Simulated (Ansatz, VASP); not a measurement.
# CuI: VASP beside Ansatz

```
Cu I
1.0
     0.00000    2.96954    2.96954
     2.96954    0.00000    2.96954
     2.96954    2.96954    0.00000
Cu I
1 1
Direct
  0.75000 0.75000 0.75000
  0.00000 0.00000 0.00000
```

Alike in both runs: functional PBEsol; k mesh 14 × 14 × 14; occupations fermi-dirac, width 0.1 eV; no spin polarisation.

Ansatz relaxed the structure, and its values are those at the end. VASP's run is a single point on that final structure, the one shown.

|  | VASP | Ansatz |
| --- | --- | --- |
| version | VASP 6.6.1 | Ansatz 0.2.0 |
| potentials or method | VASP PAW PBE potentials, release 64 (Cu, I) | PAW with Ansatz's default frozen-core files, scalar-relativistic |
| plane-wave cutoff (eV) | 520 | 420 |
| valence electrons in the cell | 18 | 36 |

Ansatz gave:

- pressure (GPa): 0.0

Question: What did VASP give for the same quantities?

Answer: Pressure (GPa): 0.5.

VASP's potentials were made for PBE, not for PBEsol. VASP's potentials hold 18 valence electrons a cell and Ansatz's 36, so a difference there can come from the potentials and not from the codes.

Neither program's run includes spin-orbit coupling.
